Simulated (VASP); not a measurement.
InP: single point with HSE06

InP:

```
CELL_PARAMETERS angstrom
0.00000 2.95381 2.95381
2.95381 0.00000 2.95381
2.95381 2.95381 0.00000
ATOMIC_POSITIONS crystal
In 0.00000 0.00000 0.00000
P 0.25000 0.25000 0.25000
```

```json
{"Program": "VASP 6.6.1", "Task": "single point", "Functional": "HSE06", "Potentials or basis": "VASP PAW PBE potentials, release 64 (In_d, P)", "Cutoff": "520 eV", "k mesh": "4 × 4 × 4", "Occupations": "gaussian, width 0.01 eV", "Spin": "no spin polarisation", "Dipole correction": "no", "Grid for exact exchange (PRECFOCK)": "Normal", "Further INCAR settings": "ALGO = Normal; EDIFF = 1e-06; NBANDS = 16", "Screening parameter": "0.2079 1/Å"}
```

```json
{
  "Pressure": "-0.2 GPa",
  "Band gap on the k mesh": "1.39 eV, direct"
}
```

Levels at points of the mesh, in eV from the valence-band top:
| k point | band 6 | band 7 | band 8 | band 9 | band 10 | band 11 | band 12 | band 13 |
| --- | --- | --- | --- | --- | --- | --- | --- | --- |
| (0.00, 0.00, 0.00) | -12.55 | 0.00 | 0.00 | 0.00 | 1.39 | 4.91 | 4.91 | 4.91 |
| (0.50, 0.00, 0.00) | -10.76 | -6.11 | -1.02 | -1.02 | 2.21 | 5.65 | 5.65 | 7.99 |
| (0.50, 0.50, 0.00) | -10.07 | -6.13 | -2.45 | -2.45 | 2.41 | 3.00 | 10.28 | 10.74 |

It took 5 min on 1 thread of Intel(R) Xeon(R) Platinum 8259CL CPU @ 2.50GHz (Skylake/Cascade Lake) (shared host), peak memory 0.28 GiB.

Caveat: the k points lie up to 0.46 Å⁻¹ apart; the PAW data sets were made with another functional, which shifts forces and pressure a little; spin-orbit coupling is left out, which moves the levels of the heavy elements.
